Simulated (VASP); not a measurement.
# TlSbO2 (R-3m) in VASP: notebook, part 2 of 2

VASP 6.6.1. The steps go on from the part before.

**3. Single point, r2SCAN**

File POSCAR:

```
TlSbO2
1.0
    1.7581217933      1.0150520907      6.4759405395
   -1.7581217933      1.0150520907      6.4759405395
    0.0000000000     -2.0301041813      6.4759405395
Tl Sb O
1 1 2
Direct
    1.0000000000      0.0000000000      0.0000000000
    0.5000000000      0.5000000000      0.5000000000
    0.2271237184      0.2271237184      0.2271237184
    0.7728762816      0.7728762816      0.7728762816
```

File INCAR.step1:

```
PREC     = Accurate       # precision mode
ENCUT    = 520            # plane-wave cutoff, eV
ISMEAR   = -1             # smearing method
SIGMA    = 0.02           # smearing width, eV
LREAL    = False          # projectors in reciprocal space
LASPH    = True           # aspherical terms in the spheres
NELM     = 100            # most SCF steps
NBANDS   = 23             # bands
GGA      = PE             # functional
ALGO     = Normal         # electronic algorithm
EDIFF    = 1E-4           # SCF threshold, eV
LWAVE    = True           # write WAVECAR
LCHARG   = False          # write CHGCAR
```

File INCAR.step2:

```
PREC     = Accurate       # precision mode
ENCUT    = 520            # plane-wave cutoff, eV
EDIFF    = 1E-6           # SCF threshold, eV
ISMEAR   = -1             # smearing method
SIGMA    = 0.02           # smearing width, eV
LREAL    = False          # projectors in reciprocal space
LASPH    = True           # aspherical terms in the spheres
NELM     = 100            # most SCF steps
ALGO     = Normal         # electronic algorithm
ISIF     = 2              # what is computed and relaxed
LWAVE    = False          # write WAVECAR
LCHARG   = True           # write CHGCAR
METAGGA  = R2SCAN         # meta-GGA
LMIXTAU  = True         
LELF     = True           # ELF
LVHAR    = True         
NBANDS   = 23             # bands
ISTART   = 1
```

File KPOINTS:

```
Automatic mesh
0
Gamma
  8 8 8
```

Potentials or basis: VASP PAW PBE potentials, release 64 (Tl_d, Sb, O).

Launch:

```bash
$ cat potpaw_PBE.64/Tl_d/POTCAR potpaw_PBE.64/Sb/POTCAR potpaw_PBE.64/O/POTCAR > POTCAR
$ cp INCAR.step1 INCAR
$ mpirun -np 1 vasp_std > vasp.out
$ cp INCAR.step2 INCAR
$ mpirun -np 1 vasp_std > vasp.out
```

OUTCAR:

```text
PREC = Accurate
   ENCUT = 520
   EDIFF = 1E-6
   ISMEAR = -1
   LREAL = False
   LASPH = True
   NELM = 100
   ISIF = 2
   METAGGA = R2SCAN
   ISTART = 1

 ion  position               nearest neighbor table
   1  0.000  0.000  0.000-   4 2.89   4 2.89   3 2.89   3 2.89   4 2.89   3 2.89   2 3.82   2 3.82
                             2 3.82   2 3.82   2 3.82   2 3.82
   2  0.500  0.500  0.500-   3 2.35   3 2.35   4 2.35   4 2.35   3 2.35   4 2.35   1 3.82   1 3.82
                             1 3.82   1 3.82   1 3.82   1 3.82
   3  0.227  0.227  0.227-   2 2.35   2 2.35   2 2.35   1 2.89   1 2.89   1 2.89
   4  0.773  0.773  0.773-   2 2.35   2 2.35   2 2.35   1 2.89   1 2.89   1 2.89

  LATTYP: Found a trigonal (rhomboedric) cell.
 ALAT       =     6.7866876205
 COS(alpha) =     0.8657815588

  Lattice vectors:

 A1 = (   1.7581217933,   1.0150520907,   6.4759405395)
 A2 = (  -1.7581217933,   1.0150520907,   6.4759405395)
 A3 = (   0.0000000000,  -2.0301041813,   6.4759405395)

Analysis of symmetry for initial positions (statically):
=====================================================================
 Subroutine PRICEL returns:
 Original cell was already a primitive cell.

 Routine SETGRP: Setting up the symmetry group for a
 trigonal (rhombohedral) supercell.

 Subroutine GETGRP returns: Found 12 space group operations
 (whereof 12 operations were pure point group operations)
 out of a pool of 12 trial point group operations.

The static configuration has the point symmetry D_3d.

Analysis of symmetry for dynamics (positions and initial velocities):
=====================================================================
 Subroutine PRICEL returns:
 Original cell was already a primitive cell.

 Routine SETGRP: Setting up the symmetry group for a
 trigonal (rhombohedral) supercell.

 Subroutine GETGRP returns: Found 12 space group operations
[... 123 lines left out ...]
   EFERMI_NEDOS =   21; number of points for ismear=-14 and -15
   IALGO  =     38    algorithm
   IMIX   =      4    mixing-type and parameters
     AMIX     =   0.40;   BMIX     =  1.00
     AMIX_MAG =   1.60;   BMIX_MAG =  1.00
  volume/ion in A,a.u.               =      17.34       116.98
  Fermi-wavevector in a.u.,A,eV,Ry     =   1.238183  2.339826 20.859048  1.533097
  Thomas-Fermi vector in A             =   2.372719
   LORBIT       =      0    0 simple, 1 ext, 2 COOP (PROOUT), +10 PAW based schemes
   METAGGA = R2SCAN    functional components
   LHFCALC =     F    Hartree Fock is set to
   AEXX    =    0.0000 exact exchange contribution
   IVDW    =     0    specifies the selected vdW correction
   LEPSILON=     F    determine dielectric tensor
   LRPA    =     F    only Hartree local field effects (RPA)
 non-spin polarized calculation
  energy-cutoff  :      520.00
  volume of cell :       69.34
 maximum number of plane-waves:      1902
   NGX = 25   NGY = 25   NGZ = 25

 number of electron      30.0000001 magnetization

 Free energy of the ion-electron system (eV)
  ---------------------------------------------------
  ext. energy  EPLUGINS =         0.00000000
  ---------------------------------------------------
  free energy    TOTEN  =       -94.06081741 eV

  energy without entropy =      -94.05979150  energy(sigma->0) =      -94.06030446

 E-fermi :   6.6928     XC(G=0): -10.9565

 val. band max:        6.6681723037   @ k =  -0.3750   0.3750   0.0000
 cond. band min:       6.7085242377   @ k =  -0.3750  -0.3750   0.1250
 fundamental gap:      0.0403519340
 Fermi energy:         6.6928497665

 k-point     1 :       0.0000    0.0000    0.0000
  band No.  band energies     occupation
      1     -13.4283      2.00000
      2     -12.3603      2.00000
      3      -5.2735      2.00000
      4      -5.2447      2.00000
      5      -5.2447      2.00000
      6      -4.9109      2.00000
[... 613 lines left out ...]
     22      14.7576      0.00000
     23      18.3725      0.00000

 [... further k-points ...]

------------------------ aborting loop because EDIFF is reached ----------------------------------------

  FORCE on cell =-STRESS in cart. coord.  units (eV):
  Direction    XX          YY          ZZ          XY          YZ          ZX
  --------------------------------------------------------------------------------------
  -------------------------------------------------------------------------------------
  Total       -0.2678785     -0.2678785     -0.1839937      0.0000000     -0.0000000      0.0000000
  in kB       -6.1895216     -6.1895216     -4.2513043      0.0000000     -0.0000000      0.0000000
  external PRESSURE =      -5.5434492 kB  Pullay stress =       0.0000000 kB

 VOLUME and BASIS-vectors are now :
 -----------------------------------------------------------------------------
  energy-cutoff  :      520.00
  volume of cell :       69.34
      direct lattice vectors                 reciprocal lattice vectors
     1.758121793  1.015052091  6.475940539     0.284394404  0.164195186  0.051472575
    -1.758121793  1.015052091  6.475940539    -0.284394404  0.164195186  0.051472575
     0.000000000 -2.030104181  6.475940539     0.000000000 -0.328390372  0.051472575

 POSITION                                       TOTAL-FORCE (eV/Angst)
 -----------------------------------------------------------------------------------
      0.00000      0.00000      0.00000        -0.000000      0.000000     -0.000000
      0.00000      0.00000      9.71391         0.000000     -0.000000     -0.000000
      0.00000      0.00000      4.41252        -0.000000     -0.000000     -0.050749
      0.00000      0.00000     15.01530        -0.000000      0.000000      0.050749
 -----------------------------------------------------------------------------------
    total drift:                                0.000000     -0.000000      0.000000

  FREE ENERGIE OF THE ION-ELECTRON SYSTEM (eV)
  ---------------------------------------------------
  free  energy   TOTEN  =       -94.0608174146 eV

  energy  without entropy=      -94.0597915037  energy(sigma->0) =      -94.06030446
```

OUTCAR.step1:

```text
PREC = Accurate
   ENCUT = 520
   ISMEAR = -1
   LREAL = False
   LASPH = True
   NELM = 100
[... 853 lines left out ...]
      0.00000      0.00000      9.71391         0.000000     -0.000000     -0.000000
      0.00000      0.00000      4.41252        -0.000000      0.000000      0.089672
      0.00000      0.00000     15.01530        -0.000000     -0.000000     -0.089672
 -----------------------------------------------------------------------------------
    total drift:                                0.000000      0.000000      0.000000

  FREE ENERGIE OF THE ION-ELECTRON SYSTEM (eV)
  ---------------------------------------------------
  free  energy   TOTEN  =       -19.4423876299 eV

  energy  without entropy=      -19.4413970357  energy(sigma->0) =      -19.44189233
```

OSZICAR.step1:

```text
N       E                     dE             d eps       ncg     rms          rms(c)
DAV:   1     0.176531357018E+03    0.17653E+03   -0.14716E+04  3030   0.119E+03
DAV:   2    -0.122099949815E+02   -0.18874E+03   -0.17661E+03  3829   0.277E+02
DAV:   3    -0.233919160020E+02   -0.11182E+02   -0.11076E+02  3277   0.651E+01
DAV:   4    -0.234951657872E+02   -0.10325E+00   -0.10324E+00  3396   0.694E+00
DAV:   5    -0.234964497993E+02   -0.12840E-02   -0.12840E-02  3354   0.780E-01    0.121E+01
DAV:   6    -0.198730228199E+02    0.36234E+01   -0.20557E+01  2990   0.294E+01    0.785E+00
DAV:   7    -0.194795331889E+02    0.39349E+00   -0.24068E+00  3032   0.857E+00    0.246E+00
DAV:   8    -0.194486398198E+02    0.30893E-01   -0.18362E-01  3326   0.263E+00    0.112E+00
DAV:   9    -0.194422801834E+02    0.63596E-02   -0.28227E-02  3494   0.110E+00    0.250E-01
DAV:  10    -0.194425428843E+02   -0.26270E-03   -0.82372E-03  3382   0.537E-01    0.132E-01
DAV:  11    -0.194423361984E+02    0.20669E-03   -0.10227E-03  3123   0.180E-01    0.345E-02
DAV:  12    -0.194423876299E+02   -0.51431E-04   -0.20810E-04  2662   0.786E-02
   1 F= -.19442388E+02 E0= -.19441892E+02  d E =-.990594E-03
```

It took 23 min on 1 thread of Oxide Virtual Turin-like, shared host; peak memory 0.42 GiB.

Results:

* Free energy: -94.0608 eV
* Pressure: -0.6 GPa
* Largest force: 0.051 eV/Å
* Band gap on the k mesh: zero (bands 15 and 16 overlap by 0.08 eV)

Forces on the atoms (eV/Å):
```
Tl   0.000  0.000  0.000
Sb   0.000  0.000  0.000
O    0.000  0.000 -0.051
O    0.000  0.000  0.051
```

Caveat: the PAW data sets were made with another functional, which shifts forces and pressure a little; spin-orbit coupling is left out, which moves the levels of the heavy elements.

**4. Single point, PBE**

This run uses another cell than the first one, of 17.88 Å³/atom.

File INCAR:

```
SYSTEM = TlSbO2
ALGO = Normal
EDIFF = 1E-6
ENCUT = 520
GGA = PE
ISIF = 2
ISMEAR = -1
LASPH = .TRUE.
LCHARG = .TRUE.
LELF = .TRUE.
LREAL = .FALSE.
LVHAR = .TRUE.
LWAVE = .FALSE.
NBANDS = 23
NELM = 60
PREC = Accurate
SIGMA = 0.02
```

File KPOINTS:

```
k-points
0
G
  10 10 10
  0 0 0
```

File POSCAR:

```
TlSbO2
1.0
    1.7724143108      1.0233038795      6.5739520690
   -1.7724143108      1.0233038795      6.5739520690
    0.0000000000     -2.0466077589      6.5739520690
Tl Sb O
1 1 2
Direct
    1.0000000000      0.0000000000      0.0000000000
    0.5000000000      0.5000000000      0.5000000000
    0.2271168170      0.2271168170      0.2271168170
    0.7728831830      0.7728831830      0.7728831830
```

Potentials or basis: VASP PAW PBE potentials, release 64 (Tl_d, Sb, O).

Launch:

```bash
$ cat potpaw_PBE.64/Tl_d/POTCAR potpaw_PBE.64/Sb/POTCAR potpaw_PBE.64/O/POTCAR > POTCAR
$ mpirun -np 1 vasp_std > vasp.out
```

OUTCAR:

```text
SYSTEM = TlSbO2
   EDIFF = 1E-6
   ENCUT = 520
   GGA = PE
   ISIF = 2
   ISMEAR = -1
   LASPH = .TRUE.
   LREAL = .FALSE.
   NELM = 60
   PREC = Accurate

 ion  position               nearest neighbor table
   1  0.000  0.000  0.000-   4 2.93   4 2.93   3 2.93   3 2.93   4 2.93   3 2.93   2 3.87   2 3.87
                             2 3.87   2 3.87   2 3.87   2 3.87
   2  0.500  0.500  0.500-   3 2.37   3 2.37   4 2.37   4 2.37   3 2.37   4 2.37   1 3.87   1 3.87
                             1 3.87   1 3.87   1 3.87   1 3.87
[... 822 lines left out ...]
 [... further k-points ...]
[... 5 lines left out ...]
  --------------------------------------------------------------------------------------
  -------------------------------------------------------------------------------------
  Total       -0.2460350     -0.2460350     -0.1852278      0.0000000     -0.0000000      0.0000000
  in kB       -5.5101044     -5.5101044     -4.1482909      0.0000000     -0.0000000      0.0000000
  external PRESSURE =      -5.0561666 kB  Pullay stress =       0.0000000 kB

 VOLUME and BASIS-vectors are now :
 -----------------------------------------------------------------------------
  energy-cutoff  :      520.00
  volume of cell :       71.54
      direct lattice vectors                 reciprocal lattice vectors
     1.772414311  1.023303880  6.573952069     0.282101085  0.162871137  0.050705166
    -1.772414311  1.023303880  6.573952069    -0.282101085  0.162871137  0.050705166
     0.000000000 -2.046607759  6.573952069     0.000000000 -0.325742275  0.050705166

 POSITION                                       TOTAL-FORCE (eV/Angst)
 -----------------------------------------------------------------------------------
      0.00000      0.00000      0.00000         0.000000      0.000000      0.000000
      0.00000      0.00000      9.86093         0.000000      0.000000      0.000000
      0.00000      0.00000      4.47917         0.000000     -0.000000     -0.048112
      0.00000      0.00000     15.24269         0.000000      0.000000      0.048112
 -----------------------------------------------------------------------------------
    total drift:                               -0.000000     -0.000000      0.000000

  FREE ENERGIE OF THE ION-ELECTRON SYSTEM (eV)
  ---------------------------------------------------
  free  energy   TOTEN  =       -19.4546411826 eV

  energy  without entropy=      -19.4537221997  energy(sigma->0) =      -19.45418169
```

OSZICAR:

```text
N       E                     dE             d eps       ncg     rms          rms(c)
DAV:   1     0.172391541535E+03    0.17239E+03   -0.14552E+04  5408   0.118E+03
DAV:   2    -0.124357499447E+02   -0.18483E+03   -0.17271E+03  6864   0.272E+02
DAV:   3    -0.234859275733E+02   -0.11050E+02   -0.10958E+02  5966   0.646E+01
DAV:   4    -0.235856373091E+02   -0.99710E-01   -0.99698E-01  5959   0.687E+00
DAV:   5    -0.235869027688E+02   -0.12655E-02   -0.12655E-02  6036   0.776E-01    0.121E+01
DAV:   6    -0.199299770985E+02    0.36569E+01   -0.21193E+01  5350   0.291E+01    0.794E+00
DAV:   7    -0.194948437923E+02    0.43513E+00   -0.25847E+00  5399   0.869E+00    0.243E+00
DAV:   8    -0.194612525948E+02    0.33591E-01   -0.19774E-01  6008   0.269E+00    0.111E+00
DAV:   9    -0.194543907423E+02    0.68619E-02   -0.29900E-02  6211   0.114E+00    0.255E-01
DAV:  10    -0.194548406929E+02   -0.44995E-03   -0.84124E-03  5952   0.541E-01    0.143E-01
DAV:  11    -0.194545969700E+02    0.24372E-03   -0.13997E-03  5840   0.201E-01    0.332E-02
DAV:  12    -0.194546472811E+02   -0.50311E-04   -0.18310E-04  5539   0.730E-02    0.230E-02
DAV:  13    -0.194546414488E+02    0.58323E-05   -0.18805E-05  6106   0.280E-02    0.371E-03
DAV:  14    -0.194546411826E+02    0.26626E-06   -0.15188E-06  4645   0.723E-03
   1 F= -.19454641E+02 E0= -.19454182E+02  d E =-.918983E-03
```

stdout:

```text
POSCAR found type information on POSCAR TlSbO
 POSCAR found :  3 types and       4 ions
 scaLAPACK will be used
 LDA part: xc-table for (Slater+PW92), standard interpolation
 POSCAR, INCAR and KPOINTS ok, starting setup
 FFT: planning ... GRIDC
 FFT: planning ... GRID_SOFT
 FFT: planning ... GRID
 WAVECAR not read
 entering main loop
```

It took 13 min on 1 thread of Oxide Virtual Turin-like, shared host; peak memory 0.48 GiB.

What came out:

```yaml
Free_energy: -19.4546 eV
Pressure: -0.5 GPa
Largest_force: 0.048 eV/Å
Band_gap_on_the_k_mesh: zero (bands 15 and 16 overlap by 0.13 eV)
```

Forces on the atoms (eV/Å):
```
Tl   0.000  0.000  0.000
Sb   0.000  0.000  0.000
O    0.000  0.000 -0.048
O    0.000  0.000  0.048
```

Caveat: spin-orbit coupling is left out, which moves the levels of the heavy elements.
